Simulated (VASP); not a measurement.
# Hf2ZrC3 (I4/mmm) in VASP: relaxation of cell and atoms with PBE

Aim: the relaxation of cell and atoms of Hf2ZrC3 with PBE.

Everything below comes from runs of VASP 6.6.1. Logs are shortened: lines on timing, memory, paths and dates and some standing lists are left out, and cuts for length are marked.

## Step 1: The cell of the first run

It takes space group I4/mmm (No. 139, tetragonal). Conventional cell: a = 3.367 Å, b = 3.367 Å, c = 14.287 Å, α = 90.00°, β = 90.00°, γ = 90.00°. Zr (site symmetry 4/mmm) has 6 C at 2.38 Å within 3.1 Å. Hf (site symmetry 4mm) has 6 C at 2.38 Å within 3.1 Å. C (site symmetry 4mm) has 5 Hf at 2.38 Å and 1 Zr at 2.38 Å within 3.1 Å. Within 3.1 Å of C (site symmetry 4/mmm) lie 4 Zr at 2.38 Å and 2 Hf at 2.38 Å.

## Step 2: Relaxation of cell and atoms, PBE

INCAR

```
SYSTEM = Hf2ZrC3
  PREC = Accurate
  ENCUT = 600
  EDIFF = 1E-6
  ISMEAR = 0
  SIGMA = 0.2
  LREAL = .False.
  LASPH = .True.
  NELM = 80
  ALGO = Normal
  ISIF = 3
  LWAVE = .False.
  LCHARG = .False.
  GGA = PE
  IBRION = 2
  NSW = 36
  EDIFFG = -0.08
```

KPOINTS

```
regular mesh
0
Gamma
  7 7 7
  0 0 0
```

POSCAR

```
Hf2ZrC3
1.0
   -1.6836730400      1.6836730400      7.1434747000
    1.6836730400     -1.6836730400      7.1434747000
    1.6836730400      1.6836730400     -7.1434747000
Zr Hf C
1 2 3
Direct
    0.0000000000      0.0000000000      0.0000000000
    0.6667000000      0.6667000000      0.0000000000
    0.3333000000      0.3333000000      0.0000000000
    0.8333000000      0.8333000000      0.0000000000
    0.1667000000      0.1667000000      0.0000000000
    0.5000000000      0.5000000000      0.0000000000
```

Potentials or basis: VASP PAW PBE potentials, release 64 (Zr_sv, Hf_pv, C).

On the command line:

```console
> cat potpaw_PBE.64/Zr_sv/POTCAR potpaw_PBE.64/Hf_pv/POTCAR potpaw_PBE.64/C/POTCAR > POTCAR
> mpirun -np 1 vasp_std > vasp.out
```

OUTCAR:

```text
SYSTEM = Hf2ZrC3
   PREC = Accurate
   ENCUT = 600
   EDIFF = 1E-6
   ISMEAR = 0
   LREAL = .False.
   LASPH = .True.
   NELM = 80
   ISIF = 3
   GGA = PE
   IBRION = 2
   NSW = 36
   EDIFFG = -0.08

 ion  position               nearest neighbor table
   1  0.000  0.000  0.000-   6 2.38   6 2.38   6 2.38   6 2.38   5 2.38   4 2.38   2 3.37   3 3.37
                             3 3.37   2 3.37   3 3.37   2 3.37   3 3.37   2 3.37
   2  0.667  0.667  0.000-   4 2.38   5 2.38   5 2.38   5 2.38   5 2.38   6 2.38   3 3.37   3 3.37
                             3 3.37   3 3.37   1 3.37   1 3.37   1 3.37   1 3.37
   3  0.333  0.333  0.000-   5 2.38   4 2.38   4 2.38   4 2.38   4 2.38   6 2.38   2 3.37   2 3.37
                             2 3.37   2 3.37   1 3.37   1 3.37   1 3.37   1 3.37
   4  0.833  0.833  0.000-   2 2.38   3 2.38   3 2.38   3 2.38   3 2.38   1 2.38
   5  0.167  0.167  0.000-   3 2.38   2 2.38   2 2.38   2 2.38   2 2.38   1 2.38
   6  0.500  0.500  0.000-   1 2.38   1 2.38   1 2.38   1 2.38   3 2.38   2 2.38

  LATTYP: Found a body centered tetragonal cell.
 ALAT       =     3.3673460800
 C/A-ratio  =     4.2427921160

  Lattice vectors:

 A1 = (  -1.6836730400,   1.6836730400,   7.1434747000)
 A2 = (   1.6836730400,  -1.6836730400,   7.1434747000)
 A3 = (   1.6836730400,   1.6836730400,  -7.1434747000)

Analysis of symmetry for initial positions (statically):
=====================================================================
 Subroutine PRICEL returns:
 Original cell was already a primitive cell.

 Routine SETGRP: Setting up the symmetry group for a
 body centered tetragonal supercell.

 Subroutine GETGRP returns: Found 16 space group operations
 (whereof 16 operations were pure point group operations)
 out of a pool of 16 trial point group operations.

The static configuration has the point symmetry D_4h.

Analysis of symmetry for dynamics (positions and initial velocities):
=====================================================================
 Subroutine PRICEL returns:
 Original cell was already a primitive cell.

 Routine SETGRP: Setting up the symmetry group for a
 body centered tetragonal supercell.

 Subroutine GETGRP returns: Found 16 space group operations
 (whereof 16 operations were pure point group operations)
 out of a pool of 16 trial point group operations.

The dynamic configuration has the point symmetry D_4h.

 Subroutine INISYM returns: Found 16 space group operations
 (whereof 16 operations are pure point group operations),
 and found     1 'primitive' translations

----------------------------------------------------------------------------------------

                                     Primitive cell

  volume of cell :      81.0000

  direct lattice vectors                    reciprocal lattice vectors
    -1.683673040  1.683673040  7.143474700     0.000000000  0.296969773  0.069993948
     1.683673040 -1.683673040  7.143474700     0.296969773  0.000000000  0.069993948
     1.683673040  1.683673040 -7.143474700     0.296969773  0.296969773  0.000000000

  length of vectors
     7.529856612  7.529856612  7.529856612     0.305106864  0.305106864  0.419978680

  position of ions in fractional coordinates (direct lattice)
     0.000000000  0.000000000  0.000000000
     0.666700000  0.666700000  0.000000000
     0.333300000  0.333300000  0.000000000
     0.833300000  0.833300000  0.000000000
     0.166700000  0.166700000  0.000000000
     0.500000000  0.500000000  0.000000000

  ion indices of the primitive-cell ions
   primitive index   ion index
                 1           1
                 2           2
                 3           3
                 4           4
                 5           5
                 6           6

----------------------------------------------------------------------------------------

 KPOINTS: regular mesh

Automatic generation of k-mesh.
 Grid dimensions read from file:
 generate k-points for:    7    7    7

 Generating k-lattice:

  Cartesian coordinates                     Fractional coordinates (reciprocal lattice)
     0.000000000  0.042424253  0.009999135     0.142857143  0.000000000 -0.000000000
     0.042424253  0.000000000  0.009999135     0.000000000  0.142857143 -0.000000000
     0.042424253  0.042424253  0.000000000     0.000000000  0.000000000  0.142857143

  Length of vectors
     0.043586695  0.043586695  0.059996954

  Shift w.r.t. Gamma in fractional coordinates (k-lattice)
     0.000000000  0.000000000  0.000000000

 Subroutine IBZKPT returns following result:
 ===========================================

 Found     40 irreducible k-points:

 Following reciprocal coordinates:
            Coordinates               Weight
  0.000000  0.000000  0.000000      1.000000
  0.142857  0.000000  0.000000      8.000000
  0.285714  0.000000 -0.000000      8.000000
  0.428571  0.000000  0.000000      8.000000
  0.142857  0.142857  0.000000      8.000000
  0.285714  0.142857 -0.000000     16.000000
[... 16 lines left out ...]
 -0.142857  0.285714  0.142857      8.000000
 -0.428571  0.428571  0.142857      8.000000
 [... further k-points ...]
   k-points           NKPTS =     40   k-points in BZ     NKDIM =     40   number of bands    NBANDS=     26
   number of dos      NEDOS =    301   number of ions     NIONS =      6
   total plane-waves  NPLWV = 216000
   dimension x,y,z NGX =    60 NGY =   60 NGZ =   60
   dimension x,y,z NGXF=   120 NGYF=  120 NGZF=  120
   ions per type =               1   2   3
   NGX,Y,Z   is equivalent  to a cutoff of  13.25, 13.25, 13.25 a.u.
   NGXF,Y,Z  is equivalent  to a cutoff of  26.49, 26.49, 26.49 a.u.
 SYSTEM =  Hf2ZrC3
   PREC   = accura    normal or accurate (medium, high low for compatibility)
   ISTART =      0    job   : 0-new  1-cont  2-samecut
   ICHARG =      2    charge: 1-file 2-atom 10-const
   ISPIN  =      1    spin polarized calculation?
   LNONCOLLINEAR =      F non collinear calculations
   LSORBIT =      F    spin-orbit coupling
   LASPH  =      T    aspherical Exc in radial PAW
   ENCUT  =  600.0 eV  44.10 Ry    6.64 a.u.  15.04 15.04 15.04*2*pi/ulx,y,z
   NELM   =     80;   NELMIN=  2; NELMDL= -5     # of ELM steps
   EDIFF  = 0.1E-05   stopping-criterion for ELM
   LREAL  =      F    real-space projection
   EDIFFG = -.8E-01   stopping-criterion for IOM
   NSW    =     36    number of steps for IOM
   IBRION =      2    ionic relax: 0-MD 1-quasi-New 2-CG
   NFREE  =      1    steps in history (QN), initial steepest desc. (CG)
   ISIF   =      3    stress and relaxation
   ISYM   =      2    0-nonsym 1-usesym 2-fastsym
   POTIM  = 0.5000    time-step for ionic-motion
   TEBEG  =    0.0;   TEEND  =   0.0 temperature during run
   PSTRESS=    0.0 pullay stress
   NELECT =      44.0000    total number of electrons
   NUPDOWN=      -1.0000    fix difference up-down
   EMIN   =  10.00;   EMAX   =-10.00  energy-range for DOS
   EFERMI =   0.00;   METHOD = LEGACY
   ISMEAR =     0;   SIGMA  =   0.20  broadening in eV -4-tet -1-fermi 0-gaus
   EFERMI_NEDOS =   21; number of points for ismear=-14 and -15
   IALGO  =     38    algorithm
   IMIX   =      4    mixing-type and parameters
     AMIX     =   0.40;   BMIX     =  1.00
     AMIX_MAG =   1.60;   BMIX_MAG =  1.00
  volume/ion in A,a.u.               =      13.50        91.10
  Fermi-wavevector in a.u.,A,eV,Ry     =   1.335767  2.524234 24.276515  1.784274
  Thomas-Fermi vector in A             =   2.464446
   LORBIT       =      0    0 simple, 1 ext, 2 COOP (PROOUT), +10 PAW based schemes
   GGA     = PE    functional components
   LHFCALC =     F    Hartree Fock is set to
   AEXX    =    0.0000 exact exchange contribution
   IVDW    =     0    specifies the selected vdW correction
   LEPSILON=     F    determine dielectric tensor
   LRPA    =     F    only Hartree local field effects (RPA)
 conjugate gradient relaxation of ions
 non-spin polarized calculation
 Gauss-broadening in eV      SIGMA  =   0.20
  energy-cutoff  :      600.00
  volume of cell :       81.00
 maximum number of plane-waves:      2736
   NGX = 29   NGY = 29   NGZ = 29

--------------------------------------- Ionic step        1  -------------------------------------------

 number of electron      43.9999998 magnetization

 Free energy of the ion-electron system (eV)
  ---------------------------------------------------
  ext. energy  EPLUGINS =         0.00000000
  ---------------------------------------------------
  free energy    TOTEN  =       -61.35295174 eV

  energy without entropy =      -61.33786035  energy(sigma->0) =      -61.34540605

------------------------ aborting loop because EDIFF is reached ----------------------------------------

  FORCE on cell =-STRESS in cart. coord.  units (eV):
  Direction    XX          YY          ZZ          XY          YZ          ZX
  --------------------------------------------------------------------------------------
  -------------------------------------------------------------------------------------
  Total       -6.2603327     -6.2603327     -6.3999614      0.0000000     -0.0000000      0.0000000
  in kB     -123.8291753   -123.8291753   -126.5910258      0.0000000     -0.0000000      0.0000000
  external PRESSURE =    -124.7497922 kB  Pullay stress =       0.0000000 kB
[... 185 lines left out ...]
  energy  without entropy=      -61.5337687164  energy(sigma->0) =      -61.54122905

--------------------------------------- Ionic step        6  -------------------------------------------

 number of electron      44.0000001 magnetization

 Free energy of the ion-electron system (eV)
  ---------------------------------------------------
  ext. energy  EPLUGINS =         0.00000000
  ---------------------------------------------------
  free energy    TOTEN  =       -61.55021956 eV

  energy without entropy =      -61.53533909  energy(sigma->0) =      -61.54277933

 E-fermi :   7.1750     XC(G=0): -12.2386

 val. band max:        7.1014557638   @ k =  -0.4286   0.4286   0.0000
 cond. band min:       7.1762805349   @ k =  -0.4286  -0.4286   0.4286
 fundamental gap:      0.0748247711
 Fermi energy:         7.1749642095

 k-point     1 :       0.0000    0.0000    0.0000
  band No.  band energies     occupation
      1     -40.8096      2.00000
      2     -22.8171      2.00000
      3     -22.5467      2.00000
      4     -22.5467      2.00000
      5     -22.5353      2.00000
      6     -22.4338      2.00000
[... 685 lines left out ...]
     25       9.3147      0.00000
     26      12.3447      0.00000

 [... further k-points ...]
[... 5 lines left out ...]
  --------------------------------------------------------------------------------------
  -------------------------------------------------------------------------------------
  Total        0.1305451      0.1305451      0.1515088      0.0000000      0.0000000      0.0000000
  in kB        2.7462260      2.7462260      3.1872309      0.0000000      0.0000000      0.0000000
  external PRESSURE =       2.8932277 kB  Pullay stress =       0.0000000 kB
[... 21 lines left out ...]
  FREE ENERGIE OF THE ION-ELECTRON SYSTEM (eV)
  ---------------------------------------------------
  free  energy   TOTEN  =       -61.5502195576 eV

  energy  without entropy=      -61.5353390944  energy(sigma->0) =      -61.54277933

 reached required accuracy - stopping structural energy minimisation
```

Run time: 39 min. Hardware: 1 thread of Intel Xeon 8259CL, shared host; peak memory 0.6 GiB.

What came out:

| Quantity | Value |
| --- | --- |
| Free energy | -61.5502 eV |
| Relaxed volume | 12.69 Å³/atom |
| Relaxed cell | a = 7.374 Å, b = 7.374 Å, c = 7.374 Å, α = 154.14°, β = 154.14°, γ = 36.89° |
| Space group after relaxing (to 0.1 Å) | I4/mmm (No. 139) |
| Energy gained by relaxing | 32.9 meV/atom |
| Ionic steps | 6 |
| Pressure after relaxing | 0.3 GPa |
| Largest force after relaxing | 0.055 eV/Å |
| Band gap on the k mesh | zero (bands 22 and 23 overlap by 1.37 eV) |

Forces on the atoms (eV/Å):
```
Zr   0.000  0.000  0.000
Hf   0.000  0.000  0.027
Hf   0.000  0.000 -0.027
C    0.000  0.000 -0.055
C    0.000  0.000  0.055
C    0.000  0.000  0.000
```

The path:
| step | energy change (eV) | largest force (eV/Å) | pressure (GPa) | volume (Å³) |
| --- | --- | --- | --- | --- |
| 1 | 0.0000 | 0.1825 | -12.47 | 81.00 |
| 2 | 0.3468 | 0.0437 | 27.12 | 69.29 |
| 3 | -0.1956 | 0.1482 | -0.35 | 76.37 |
| 4 | -0.1958 | 0.1472 | 0.00 | 76.25 |
| 5 | -0.1957 | 0.1462 | 0.29 | 76.16 |
| 6 | -0.1973 | 0.0550 | 0.29 | 76.16 |

Final structure:
```yaml
crystal:
  lattice:
    - [-1.64985, 1.64985, 6.99494]
    - [1.64985, -1.64985, 6.99494]
    - [1.64985, 1.64985, -6.99494]
  atoms:
    - { symbol: Zr, position: [0.00000, 0.00000, 0.00000] }
    - { symbol: Hf, position: [0.66696, 0.66696, 0.00000] }
    - { symbol: Hf, position: [0.33304, 0.33304, 0.00000] }
    - { symbol: C, position: [0.83262, 0.83262, 0.00000] }
    - { symbol: C, position: [0.16738, 0.16738, 0.00000] }
    - { symbol: C, position: [0.50000, 0.50000, 0.00000] }
```

Caveat: spin-orbit coupling is left out, which moves the levels of the heavy elements; the relaxation stopped at a loose force limit of 0.08 eV/Å, so its end isn't a converged minimum.

The gap in the log of VASP goes by the Fermi energy; the results here count the filled bands.